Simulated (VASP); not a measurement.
# BN (Fm-3m) in VASP: vibrations by perturbation theory with PBEsol

Aim: the vibrations by perturbation theory of BN with PBEsol.

All numbers are computed with VASP 6.6.1; they aren't measurements. Logs are shortened: lines on timing, memory, paths and dates and some standing lists are left out, and cuts for length are marked.

## (1) The cell of the first run

It takes space group Fm-3m (No. 225, cubic). Conventional cell: a = 3.483 Å, b = 3.483 Å, c = 3.483 Å, α = 90.00°, β = 90.00°, γ = 90.00°. Within 2.3 Å of B (site symmetry m-3m) lie 6 N at 1.74 Å. N (site symmetry m-3m) has 6 B at 1.74 Å within 2.3 Å.

## (2) Vibrations by perturbation theory, PBEsol

Input file INCAR:

```
SYSTEM = BN
PREC = Accurate
ENCUT = 520
EDIFF = 1E-8
ISMEAR = 0
SIGMA = 0.01
LREAL = .False.
LASPH = .True.
NELM = 100
ALGO = Normal
ISIF = 2
LWAVE = .False.
LCHARG = .True.
GGA = PS
IBRION = 8
NSW = 1
LEPSILON = .True.
```

Input file KPOINTS:

```
Automatic mesh
0
Gamma
  10 10 10
  0 0 0
```

Input file POSCAR:

```
BN
1.0
    0.0000000000      1.7413578070      1.7413578070
    1.7413578070      0.0000000000      1.7413578070
    1.7413578070      1.7413578070      0.0000000000
B N
1 1
Direct
    0.0000000000      0.0000000000      0.0000000000
    0.5000000000      0.5000000000      0.5000000000
```

Potentials or basis: VASP PAW PBE potentials, release 64 (B, N).

Command:

```bash
$ cat potpaw_PBE.64/B/POTCAR potpaw_PBE.64/N/POTCAR > POTCAR
$ mpirun -np 1 vasp_std > vasp.out
```

OUTCAR:

```text
SYSTEM = BN
   PREC = Accurate
   ENCUT = 520
   EDIFF = 1E-8
   ISMEAR = 0
   LREAL = .False.
   LASPH = .True.
   NELM = 100
   ISIF = 2
   GGA = PS
   IBRION = 8
   NSW = 1
   LEPSILON = .True.

 ion  position               nearest neighbor table
   1  0.000  0.000  0.000-   2 1.74   2 1.74   2 1.74   2 1.74   2 1.74   2 1.74
   2  0.500  0.500  0.500-   1 1.74   1 1.74   1 1.74   1 1.74   1 1.74   1 1.74

  LATTYP: Found a face centered cubic cell.
 ALAT       =     3.4827156140

  Lattice vectors:

 A1 = (   0.0000000000,   1.7413578070,   1.7413578070)
 A2 = (   1.7413578070,   0.0000000000,   1.7413578070)
 A3 = (   1.7413578070,   1.7413578070,   0.0000000000)

Analysis of symmetry for initial positions (statically):
=====================================================================
 Subroutine PRICEL returns:
 Original cell was already a primitive cell.

 Routine SETGRP: Setting up the symmetry group for a
 face centered cubic supercell.

 Subroutine GETGRP returns: Found 48 space group operations
 (whereof 48 operations were pure point group operations)
 out of a pool of 48 trial point group operations.

The static configuration has the point symmetry O_h .

Analysis of symmetry for dynamics (positions and initial velocities):
=====================================================================
 Subroutine PRICEL returns:
 Original cell was already a primitive cell.

 Routine SETGRP: Setting up the symmetry group for a
 face centered cubic supercell.

 Subroutine GETGRP returns: Found 48 space group operations
 (whereof 48 operations were pure point group operations)
 out of a pool of 48 trial point group operations.

The dynamic configuration has the point symmetry O_h .

 Subroutine INISYM returns: Found 48 space group operations
 (whereof 48 operations are pure point group operations),
 and found     1 'primitive' translations

----------------------------------------------------------------------------------------

                                     Primitive cell

  volume of cell :      10.5607

  direct lattice vectors                    reciprocal lattice vectors
     0.000000000  1.741357807  1.741357807    -0.287132259  0.287132259  0.287132259
     1.741357807  0.000000000  1.741357807     0.287132259 -0.287132259  0.287132259
     1.741357807  1.741357807  0.000000000     0.287132259  0.287132259 -0.287132259

  length of vectors
     2.462651828  2.462651828  2.462651828     0.497327660  0.497327660  0.497327660

  position of ions in fractional coordinates (direct lattice)
     0.000000000  0.000000000  0.000000000
     0.500000000  0.500000000  0.500000000

  ion indices of the primitive-cell ions
   primitive index   ion index
                 1           1
                 2           2

----------------------------------------------------------------------------------------

 KPOINTS: Automatic mesh

Automatic generation of k-mesh.
 Grid dimensions read from file:
 generate k-points for:   10   10   10

 Generating k-lattice:

  Cartesian coordinates                     Fractional coordinates (reciprocal lattice)
    -0.028713226  0.028713226  0.028713226     0.100000000  0.000000000  0.000000000
     0.028713226 -0.028713226  0.028713226     0.000000000  0.100000000  0.000000000
     0.028713226  0.028713226 -0.028713226     0.000000000  0.000000000  0.100000000

  Length of vectors
     0.049732766  0.049732766  0.049732766

  Shift w.r.t. Gamma in fractional coordinates (k-lattice)
     0.000000000  0.000000000  0.000000000

 Subroutine IBZKPT returns following result:
 ===========================================

[... 372 lines left out ...]
  energy-cutoff  :      520.00
  volume of cell :       10.56
      direct lattice vectors                 reciprocal lattice vectors
     0.000000000  1.741357807  1.741357807    -0.287132259  0.287132259  0.287132259
     1.741357807  0.000000000  1.741357807     0.287132259 -0.287132259  0.287132259
     1.741357807  1.741357807  0.000000000     0.287132259  0.287132259 -0.287132259

 POSITION                                       TOTAL-FORCE (eV/Angst)
 -----------------------------------------------------------------------------------
      0.00000      0.00000      0.00000         0.000000     -0.000000      0.000000
      1.74136      1.74136      1.74136        -0.000000      0.000000      0.000000
 -----------------------------------------------------------------------------------
    total drift:                               -0.000000     -0.000000     -0.000000

  FREE ENERGIE OF THE ION-ELECTRON SYSTEM (eV)
  ---------------------------------------------------
  free  energy   TOTEN  =       -14.9834764828 eV

  energy  without entropy=      -14.9834764828  energy(sigma->0) =      -14.98347648

 HEAD OF MICROSCOPIC STATIC DIELECTRIC TENSOR (INDEPENDENT PARTICLE, excluding Hartree and local field effects)
 ------------------------------------------------------
           9.017022     0.000000    -0.000000
           0.000000     9.017022     0.000000
          -0.000000     0.000000     9.017022
 ------------------------------------------------------

 Free energy of the ion-electron system (eV)
  ---------------------------------------------------
  ---------------------------------------------------
  free energy    TOTEN  =        -0.23546776 eV

  energy without entropy =       -0.23546776

------------------------ aborting loop because EDIFF is reached ----------------------------------------

--------------------------------------- Ionic step        2  -------------------------------------------

------------------------ aborting loop because EDIFF is reached ----------------------------------------

--------------------------------------- Ionic step        3  -------------------------------------------

------------------------ aborting loop because EDIFF is reached ----------------------------------------

 PIEZOELECTRIC TENSOR FIELD DIRECTION 3  (e Angst)
 -----------------------------------------------------------------------------
     0.00007  0.00000  0.00000           ( -0.00001  0.00000  0.00000)
     0.00000  0.00007 -0.00000           (  0.00000 -0.00001 -0.00000)
     0.00000  0.00000 -0.00045           (  0.00000 -0.00000 -0.00002)

 PIEZOELECTRIC TENSOR FIELD DIRECTION 3  (C/m^2)
 -----------------------------------------------------------------------------
     0.00011  0.00000  0.00000
     0.00000  0.00011 -0.00000
     0.00000  0.00000 -0.00068

--------------------------------------- Ionic step        4  -------------------------------------------

------------------------ aborting loop because EDIFF is reached ----------------------------------------

[... ionic steps 5 to 6 ...]

--------------------------------------- Ionic step        7  -------------------------------------------

 Free energy of the ion-electron system (eV)
  ---------------------------------------------------
  ---------------------------------------------------
  free energy    TOTEN  =        -0.23068617 eV

  energy without entropy =       -0.23068617

------------------------ aborting loop because EDIFF is reached ----------------------------------------

 INTERNAL STRAIN TENSOR  FOR ION    2  DIRECTION 1   (eV/Angst):
 -----------------------------------------------------------------------------
    -0.06777  0.00000 -0.00000
     0.00000  0.04368 -0.00000
     0.00000 -0.00000  0.04368

 MACROSCOPIC STATIC DIELECTRIC TENSOR (including local field effects in DFT)
 ------------------------------------------------------
           8.649493     0.000000    -0.000000
          -0.000000     8.649493     0.000000
           0.000000     0.000000     8.649493
 ------------------------------------------------------

 PIEZOELECTRIC TENSOR (including local field effects)  for field in x, y, z        (e  Angst)
          XX          YY          ZZ          XY          YZ          ZX
  --------------------------------------------------------------------------------
  x     0.00000     0.00000     0.00000     0.00000     0.00000     0.00000
  y     0.00000     0.00000     0.00000     0.00000     0.00000     0.00000
  z     0.00000     0.00000     0.00000     0.00000     0.00000     0.00000

 PIEZOELECTRIC TENSOR (including local field effects)  for field in x, y, z        (C/m^2)
          XX          YY          ZZ          XY          YZ          ZX
  --------------------------------------------------------------------------------
  x     0.00000     0.00000     0.00000     0.00000     0.00000     0.00000
  y     0.00000     0.00000     0.00000     0.00000     0.00000     0.00000
  z     0.00000     0.00000     0.00000     0.00000     0.00000     0.00000

 BORN EFFECTIVE CHARGES (including local field effects) (in |e|, cummulative output)
 ---------------------------------------------------------------------------------
 ion    1
    1     3.84527     0.00000     0.00000
    2    -0.00000     3.84527     0.00000
    3     0.00000     0.00000     3.84527
 ion    2
    1    -3.84527    -0.00000     0.00000
    2     0.00000    -3.84527     0.00000
    3     0.00000     0.00000    -3.84527

 INTERNAL STRAIN TENSOR FOR ION    2 for displacements in x,y,z  (eV/Angst):
          X           Y           Z          XY          YZ          ZX
  --------------------------------------------------------------------------------
  x     0.00000     0.00000     0.00000     0.00000     0.00000     0.00000
  y     0.00000     0.00000     0.00000     0.00000     0.00000     0.00000
  z     0.00000     0.00000     0.00000     0.00000     0.00000     0.00000

 SECOND DERIVATIVES (NOT SYMMETRIZED)
 ------------------------------------
               1X          1Y          1Z          2X          2Y          2Z
  1X    10.442417    0.000000    0.000000  -10.442417    0.000000    0.000000
  1Y     0.000000   10.442417    0.000000    0.000000  -10.442417    0.000000
  1Z     0.000000    0.000000   10.442417    0.000000    0.000000  -10.442417
  2X   -10.448127    0.000000    0.000000   10.448127    0.000000    0.000000
  2Y     0.000000  -10.448127    0.000000    0.000000   10.448127    0.000000
  2Z     0.000000    0.000000  -10.448127    0.000000    0.000000   10.448127

 Eigenvectors and eigenvalues of the dynamical matrix
 ----------------------------------------------------

   1 f  =    0.002772 THz     0.017419 2PiTHz    0.092476 cm-1     0.011466 meV
             X         Y         Z           dx          dy          dz
      0.000000  0.000000  0.000000     0.153857    0.580742   -0.273712
      1.741358  1.741358  1.741358     0.175043    0.660710   -0.311402
[... 21 lines left out ...]
   6 f/i=   20.456032 THz   128.529042 2PiTHz  682.339794 cm-1    84.599314 meV
             X         Y         Z           dx          dy          dz
      0.000000  0.000000  0.000000    -0.530845    0.330326    0.416218
      1.741358  1.741358  1.741358     0.466595   -0.290345   -0.365842

--------------------------------------------------------------------------------------------------------

 MACROSCOPIC STATIC DIELECTRIC TENSOR IONIC CONTRIBUTION
 ------------------------------------------------------
           0.000000     0.000000     0.000000
           0.000000     0.000000     0.000000
           0.000000     0.000000     0.000000
 ------------------------------------------------------

 ELASTIC MODULI CONTR FROM IONIC RELAXATION (kBar)
 Direction    XX          YY          ZZ          XY          YZ          ZX
 --------------------------------------------------------------------------------
 XX           0.0000      0.0000      0.0000      0.0000      0.0000      0.0000
 YY           0.0000      0.0000      0.0000      0.0000      0.0000      0.0000
 ZZ           0.0000      0.0000      0.0000      0.0000      0.0000      0.0000
 XY           0.0000      0.0000      0.0000      0.0000      0.0000      0.0000
 YZ           0.0000      0.0000      0.0000      0.0000      0.0000      0.0000
 ZX           0.0000      0.0000      0.0000      0.0000      0.0000      0.0000
 --------------------------------------------------------------------------------

 PIEZOELECTRIC TENSOR IONIC CONTR  for field in x, y, z        (C/m^2)
          XX          YY          ZZ          XY          YZ          ZX
  --------------------------------------------------------------------------------
  x     0.00000     0.00000     0.00000     0.00000     0.00000     0.00000
  y     0.00000     0.00000     0.00000     0.00000     0.00000     0.00000
  z     0.00000     0.00000     0.00000     0.00000     0.00000     0.00000
```

Run time: 42 s. Hardware: 1 thread of Intel Xeon Platinum 8375C at 2.90GHz (Ice Lake), shared host; peak memory 0.14 GiB.

What came out:

```yaml
Electronic_dielectric_tensor_diagonal: 8.65
Born_charges_mean_of_the_diagonal: B +3.85; N -3.85 e
Highest_phonon_frequency_at_Γ_LO-TO_splitting_left_out: 0 cm⁻¹
Most_unstable_mode: 682i cm⁻¹
```

Phonon frequencies in cm⁻¹ (negative: imaginary):
| q point | frequencies |
| --- | --- |
| (0.000, 0.000, 0.000) | -682 -682 -682 0 0 0 |

Electronic dielectric tensor:
```
8.65 0.00 0.00
0.00 8.65 0.00
0.00 0.00 8.65
```

Born effective charge tensors (e):
atom 1, B
```
3.85 0.00 0.00
0.00 3.85 0.00
0.00 0.00 3.85
```
atom 2, N
```
-3.85  0.00  0.00
 0.00 -3.85  0.00
 0.00  0.00 -3.85
```

Caveat: some modes are imaginary.
